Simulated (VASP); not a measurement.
Write the native input for VASP 6.6.1 that does the following.

```yaml
Task: single point
Functional: PBEsol
Potentials_or_basis: VASP PAW PBE potentials, release 64 (Te, Sn_d)
Cutoff: 520 eV
k_mesh: 6 × 6 × 6
Occupations: methfessel-paxton, width 0.05 eV
Spin: no spin polarisation
Dipole_correction: no
Further_INCAR_settings: ALGO = Normal; EDIFF = 1e-06; NBANDS = 17
```

The structure of SnTe lies in POSCAR:

```
SnTe
1.0
    0.0000000000      3.6111460000      3.6111460000
    3.6111460000      0.0000000000      3.6111460000
    3.6111460000      3.6111460000      0.0000000000
Te Sn
1 1
Direct
    0.2500000000      0.2500000000      0.2500000000
    0.0000000000      0.0000000000      0.0000000000
```

These files were run (other wordings do the same):

INCAR

```
ALGO = Normal ; EDIFF = 1E-6
ENCUT = 520 ; GGA = PS
ISIF = 2 ; ISMEAR = 1
LASPH = T ; LCHARG = F
LREAL = F ; LWAVE = F
NBANDS = 17 ; NELM = 60
PREC = Accurate ; SIGMA = 0.05
```

KPOINTS

```
k-points
0
Gamma
  6 6 6
```

Potentials or basis: VASP PAW PBE potentials, release 64 (Te, Sn_d).

Launch:

```sh
$ cat potpaw_PBE.64/Te/POTCAR potpaw_PBE.64/Sn_d/POTCAR > POTCAR
$ mpirun -np 1 vasp_std > vasp.out
```

It gave:

| Item | Value |
| --- | --- |
| Pressure | -1.4 GPa |
| Band gap on the k mesh | 0.23 eV, indirect (least direct gap 0.76 eV) |

Caveat: the PAW data sets were made with another functional, which shifts forces and pressure a little; spin-orbit coupling is left out, which moves the levels of the heavy elements.

It took 15 s on 1 thread of Intel(R) Xeon(R) Platinum 8488C (Sapphire Rapids), on a shared host, peak memory 0.24 GiB.
